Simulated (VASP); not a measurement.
# YIn (Pm-3m) in VASP: further runs

Runs on YIn. Level: LDA. Tasks: single point.

All numbers are computed with VASP 6.6.1; they aren't measurements. Logs are shortened: lines on timing, memory, paths and dates and some standing lists are left out, and cuts for length are marked.

### 1 The cell of the first run

Symmetry: Pm-3m, No. 221, cubic system. Conventional cell: a = 3.810 Å, b = 3.810 Å, c = 3.810 Å, α = 90.00°, β = 90.00°, γ = 90.00°. Y (site symmetry m-3m) has 8 In at 3.30 Å and 6 Y at 3.81 Å within 4.3 Å. Within 4.3 Å of In (site symmetry m-3m) lie 8 Y at 3.30 Å and 6 In at 3.81 Å.

### 2 Single point, LDA

The input, INCAR:

```
SYSTEM = YIn
PREC = Accurate
ENCUT = 520
EDIFF = 1E-6
ISMEAR = -1
SIGMA = 0.2
LREAL = .FALSE.
LASPH = .TRUE.
NELM = 60
ALGO = Normal
ISIF = 2
LWAVE = .FALSE.
LCHARG = .FALSE.
NBANDS = 19
```

The input, KPOINTS:

```
Automatic mesh
0
Gamma
  6 6 6
  0.5 0.5 0.5
```

The input, POSCAR:

```
YIn
1.0
    3.8100000000      0.0000000000      0.0000000000
    0.0000000000      3.8100000000      0.0000000000
    0.0000000000      0.0000000000      3.8100000000
Y In
1 1
Direct
    0.5000000000      0.5000000000      0.5000000000
    0.0000000000      0.0000000000      0.0000000000
```

Potentials or basis: VASP PAW LDA potentials, release 64 (Y_sv, In_d).

The run is started by

```bash
cat potpaw_LDA.64/Y_sv/POTCAR potpaw_LDA.64/In_d/POTCAR > POTCAR
mpirun -np 1 vasp_std > vasp.out
```

OUTCAR:

```text
SYSTEM = YIn
   PREC = Accurate
   ENCUT = 520
   EDIFF = 1E-6
   ISMEAR = -1
   LREAL = .FALSE.
   LASPH = .TRUE.
   NELM = 60
   ISIF = 2

 ion  position               nearest neighbor table
   1  0.500  0.500  0.500-   2 3.30   2 3.30   2 3.30   2 3.30   2 3.30   2 3.30   2 3.30   2 3.30

   2  0.000  0.000  0.000-   1 3.30   1 3.30   1 3.30   1 3.30   1 3.30   1 3.30   1 3.30   1 3.30

  LATTYP: Found a simple cubic cell.
 ALAT       =     3.8100000000

  Lattice vectors:

 A1 = (   3.8100000000,   0.0000000000,   0.0000000000)
 A2 = (   0.0000000000,   3.8100000000,   0.0000000000)
 A3 = (   0.0000000000,   0.0000000000,   3.8100000000)

Analysis of symmetry for initial positions (statically):
=====================================================================
 Subroutine PRICEL returns:
 Original cell was already a primitive cell.

 Routine SETGRP: Setting up the symmetry group for a
 simple cubic supercell.

 Subroutine GETGRP returns: Found 48 space group operations
 (whereof 48 operations were pure point group operations)
 out of a pool of 48 trial point group operations.

The static configuration has the point symmetry O_h .

Analysis of symmetry for dynamics (positions and initial velocities):
=====================================================================
 Subroutine PRICEL returns:
 Original cell was already a primitive cell.

 Routine SETGRP: Setting up the symmetry group for a
 simple cubic supercell.

 Subroutine GETGRP returns: Found 48 space group operations
 (whereof 48 operations were pure point group operations)
 out of a pool of 48 trial point group operations.

The dynamic configuration has the point symmetry O_h .

 Subroutine INISYM returns: Found 48 space group operations
 (whereof 48 operations are pure point group operations),
 and found     1 'primitive' translations

----------------------------------------------------------------------------------------

                                     Primitive cell

  volume of cell :      55.3063

  direct lattice vectors                    reciprocal lattice vectors
     3.810000000  0.000000000  0.000000000     0.262467192  0.000000000  0.000000000
     0.000000000  3.810000000  0.000000000     0.000000000  0.262467192  0.000000000
     0.000000000  0.000000000  3.810000000     0.000000000  0.000000000  0.262467192

  length of vectors
     3.810000000  3.810000000  3.810000000     0.262467192  0.262467192  0.262467192

  position of ions in fractional coordinates (direct lattice)
     0.500000000  0.500000000  0.500000000
     0.000000000  0.000000000  0.000000000

  ion indices of the primitive-cell ions
   primitive index   ion index
                 1           1
                 2           2

----------------------------------------------------------------------------------------

 KPOINTS: Automatic mesh

Automatic generation of k-mesh.
 Grid dimensions read from file:
 generate k-points for:    6    6    6

 Generating k-lattice:

  Cartesian coordinates                     Fractional coordinates (reciprocal lattice)
     0.043744532  0.000000000  0.000000000     0.166666667  0.000000000  0.000000000
     0.000000000  0.043744532  0.000000000     0.000000000  0.166666667  0.000000000
     0.000000000  0.000000000  0.043744532     0.000000000  0.000000000  0.166666667

  Length of vectors
     0.043744532  0.043744532  0.043744532

  Shift w.r.t. Gamma in fractional coordinates (k-lattice)
     0.500000000  0.500000000  0.500000000

 Subroutine IBZKPT returns following result:
 ===========================================

 Found     10 irreducible k-points:

 Following reciprocal coordinates:
            Coordinates               Weight
  0.083333  0.083333  0.083333      8.000000
  0.250000  0.083333  0.083333     24.000000
  0.416667  0.083333  0.083333     24.000000
  0.250000  0.250000  0.083333     24.000000
  0.416667  0.250000  0.083333     48.000000
  0.416667  0.416667  0.083333     24.000000
  0.250000  0.250000  0.250000      8.000000
  0.416667  0.250000  0.250000     24.000000
  0.416667  0.416667  0.250000     24.000000
  0.416667  0.416667  0.416667      8.000000
   k-points           NKPTS =     10   k-points in BZ     NKDIM =     10   number of bands    NBANDS=     19
   number of dos      NEDOS =    301   number of ions     NIONS =      2
   total plane-waves  NPLWV =  21952
   dimension x,y,z NGX =    28 NGY =   28 NGZ =   28
   dimension x,y,z NGXF=    56 NGYF=   56 NGZF=   56
   ions per type =               1   1
   NGX,Y,Z   is equivalent  to a cutoff of  12.22, 12.22, 12.22 a.u.
   NGXF,Y,Z  is equivalent  to a cutoff of  24.44, 24.44, 24.44 a.u.
 SYSTEM =  YIn
   PREC   = accura    normal or accurate (medium, high low for compatibility)
   ISTART =      0    job   : 0-new  1-cont  2-samecut
   ICHARG =      2    charge: 1-file 2-atom 10-const
   ISPIN  =      1    spin polarized calculation?
   LNONCOLLINEAR =      F non collinear calculations
   LSORBIT =      F    spin-orbit coupling
   LASPH  =      T    aspherical Exc in radial PAW
   ENCUT  =  520.0 eV  38.22 Ry    6.18 a.u.   7.08  7.08  7.08*2*pi/ulx,y,z
   NELM   =     60;   NELMIN=  2; NELMDL= -5     # of ELM steps
   EDIFF  = 0.1E-05   stopping-criterion for ELM
   LREAL  =      F    real-space projection
   EDIFFG = 0.1E-04   stopping-criterion for IOM
   NSW    =      0    number of steps for IOM
   IBRION =     -1    ionic relax: 0-MD 1-quasi-New 2-CG
   NFREE  =      0    steps in history (QN), initial steepest desc. (CG)
   ISIF   =      2    stress and relaxation
   ISYM   =      2    0-nonsym 1-usesym 2-fastsym
   POTIM  = 0.5000    time-step for ionic-motion
   TEBEG  =    0.0;   TEEND  =   0.0 temperature during run
   PSTRESS=    0.0 pullay stress
   NELECT =      24.0000    total number of electrons
   NUPDOWN=      -1.0000    fix difference up-down
   EMIN   =  10.00;   EMAX   =-10.00  energy-range for DOS
   EFERMI =   0.00;   METHOD = LEGACY
   ISMEAR =    -1;   SIGMA  =   0.20  broadening in eV -4-tet -1-fermi 0-gaus
   EFERMI_NEDOS =   21; number of points for ismear=-14 and -15
   IALGO  =     38    algorithm
   IMIX   =      4    mixing-type and parameters
     AMIX     =   0.40;   BMIX     =  1.00
     AMIX_MAG =   1.60;   BMIX_MAG =  1.00
  volume/ion in A,a.u.               =      27.65       186.61
  Fermi-wavevector in a.u.,A,eV,Ry     =   1.239425  2.342174 20.900922  1.536174
  Thomas-Fermi vector in A             =   2.373909
   LORBIT       =      0    0 simple, 1 ext, 2 COOP (PROOUT), +10 PAW based schemes
   GGA     = CA    functional components
   LHFCALC =     F    Hartree Fock is set to
   AEXX    =    0.0000 exact exchange contribution
   IVDW    =     0    specifies the selected vdW correction
   LEPSILON=     F    determine dielectric tensor
   LRPA    =     F    only Hartree local field effects (RPA)
 non-spin polarized calculation
  energy-cutoff  :      520.00
  volume of cell :       55.31
 maximum number of plane-waves:      1494
 NGX is ok and might be reduce to    28
   NGX = 15   NGY = 15   NGZ = 15

 number of electron      23.9999988 magnetization

 Free energy of the ion-electron system (eV)
  ---------------------------------------------------
  ext. energy  EPLUGINS =         0.00000000
  ---------------------------------------------------
  free energy    TOTEN  =       -11.32660781 eV

  energy without entropy =      -11.14754732  energy(sigma->0) =      -11.23707757

 E-fermi :   5.4234     XC(G=0): -10.3219

 val. band max:        5.2570977334   @ k =   0.2500   0.0833   0.0833
 cond. band min:       5.5378722727   @ k =   0.4167   0.0833   0.0833
 fundamental gap:      0.2807745393
 Fermi energy:         5.4233792901

 k-point     1 :       0.0833    0.0833    0.0833
  band No.  band energies     occupation
      1     -37.4333      2.00000
      2     -17.4842      2.00000
      3     -17.4810      2.00000
      4     -17.4810      2.00000
      5      -8.8790      2.00000
      6      -8.8790      2.00000
[... 11 lines left out ...]
     18       9.4484      0.00000
     19      12.7741      0.00000

 k-point     2 :       0.2500    0.0833    0.0833
  band No.  band energies     occupation
      1     -37.4287      2.00000
      2     -17.5638      2.00000
      3     -17.4761      2.00000
      4     -17.4751      2.00000
      5      -8.8743      2.00000
      6      -8.8319      2.00000
[... 11 lines left out ...]
     18      10.8801      0.00000
     19      13.5548      0.00000

 k-point     3 :       0.4167    0.0833    0.0833
  band No.  band energies     occupation
      1     -37.4241      2.00000
      2     -17.6436      2.00000
      3     -17.4692      2.00000
      4     -17.4692      2.00000
      5      -8.8697      2.00000
      6      -8.8439      2.00000
[... 11 lines left out ...]
     18      12.0913      0.00000
     19      13.1862      0.00000

 k-point     4 :       0.2500    0.2500    0.0833
  band No.  band energies     occupation
      1     -37.4242      2.00000
      2     -17.5584      2.00000
      3     -17.5501      2.00000
      4     -17.4683      2.00000
      5      -8.8500      2.00000
      6      -8.8490      2.00000
[... 11 lines left out ...]
     18      11.5613      0.00000
     19      13.0124      0.00000

 k-point     5 :       0.4167    0.2500    0.0833
  band No.  band energies     occupation
      1     -37.4197      2.00000
      2     -17.6314      2.00000
      3     -17.5447      2.00000
      4     -17.4610      2.00000
      5      -8.8699      2.00000
      6      -8.8454      2.00000
[... 11 lines left out ...]
     18      11.4708      0.00000
     19      12.2480      0.00000

 k-point     6 :       0.4167    0.4167    0.0833
  band No.  band energies     occupation
      1     -37.4152      2.00000
      2     -17.6199      2.00000
      3     -17.6179      2.00000
      4     -17.4527      2.00000
      5      -8.8955      2.00000
      6      -8.8539      2.00000
[... 11 lines left out ...]
     18      10.7063      0.00000
     19      11.6729      0.00000

 k-point     7 :       0.2500    0.2500    0.2500
  band No.  band energies     occupation
      1     -37.4197      2.00000
      2     -17.5497      2.00000
      3     -17.5434      2.00000
      4     -17.5434      2.00000
      5      -8.8555      2.00000
      6      -8.8441      2.00000
[... 11 lines left out ...]
     18      10.7451      0.00000
     19      12.5265      0.00000

 k-point     8 :       0.4167    0.2500    0.2500
  band No.  band energies     occupation
      1     -37.4152      2.00000
      2     -17.6213      2.00000
      3     -17.5368      2.00000
      4     -17.5367      2.00000
      5      -8.8761      2.00000
      6      -8.8509      2.00000
[... 11 lines left out ...]
     18      12.0628      0.00000
     19      12.1055      0.00000

 k-point     9 :       0.4167    0.4167    0.2500
  band No.  band energies     occupation
      1     -37.4108      2.00000
      2     -17.6118      2.00000
      3     -17.6108      2.00000
      4     -17.5289      2.00000
      5      -8.8832      2.00000
      6      -8.8583      2.00000
[... 11 lines left out ...]
     18      11.0850      0.00000
     19      12.5635      0.00000

 k-point    10 :       0.4167    0.4167    0.4167
  band No.  band energies     occupation
      1     -37.4064      2.00000
      2     -17.6036      2.00000
      3     -17.6036      2.00000
      4     -17.6036      2.00000
      5      -8.8717      2.00000
      6      -8.8627      2.00000
[... 11 lines left out ...]
     18      10.6784      0.00000
     19      12.3215      0.00000

------------------------ aborting loop because EDIFF is reached ----------------------------------------

  FORCE on cell =-STRESS in cart. coord.  units (eV):
  Direction    XX          YY          ZZ          XY          YZ          ZX
  --------------------------------------------------------------------------------------
  -------------------------------------------------------------------------------------
  Total       -2.0743125     -2.0743125     -2.0743125      0.0000000      0.0000000     -0.0000000
  in kB      -60.0910577    -60.0910577    -60.0910577      0.0000000      0.0000000     -0.0000000
  external PRESSURE =     -60.0910577 kB  Pullay stress =       0.0000000 kB

 VOLUME and BASIS-vectors are now :
 -----------------------------------------------------------------------------
  energy-cutoff  :      520.00
  volume of cell :       55.31
      direct lattice vectors                 reciprocal lattice vectors
     3.810000000  0.000000000  0.000000000     0.262467192  0.000000000  0.000000000
     0.000000000  3.810000000  0.000000000     0.000000000  0.262467192  0.000000000
     0.000000000  0.000000000  3.810000000     0.000000000  0.000000000  0.262467192

 POSITION                                       TOTAL-FORCE (eV/Angst)
 -----------------------------------------------------------------------------------
      1.90500      1.90500      1.90500         0.000000      0.000000      0.000000
      0.00000      0.00000      0.00000         0.000000      0.000000      0.000000
 -----------------------------------------------------------------------------------
    total drift:                               -0.000000      0.000000      0.000000

  FREE ENERGIE OF THE ION-ELECTRON SYSTEM (eV)
  ---------------------------------------------------
  free  energy   TOTEN  =       -11.3266078070 eV

  energy  without entropy=      -11.1475473231  energy(sigma->0) =      -11.23707757
```

It took 4.5 s on 1 thread of Intel Xeon 6975P-C (Granite Rapids), shared host; peak memory 0.15 GiB.

Results:

* Free energy: -11.3266 eV
* Pressure: -6.0 GPa
* Band gap on the k mesh: zero (band 12 reaches 5.54 eV, above the bottom of band 13 at 4.56 eV)

Caveat: spin-orbit coupling is left out, which moves the levels of the heavy elements.

(Continued in part 2 of 2.)
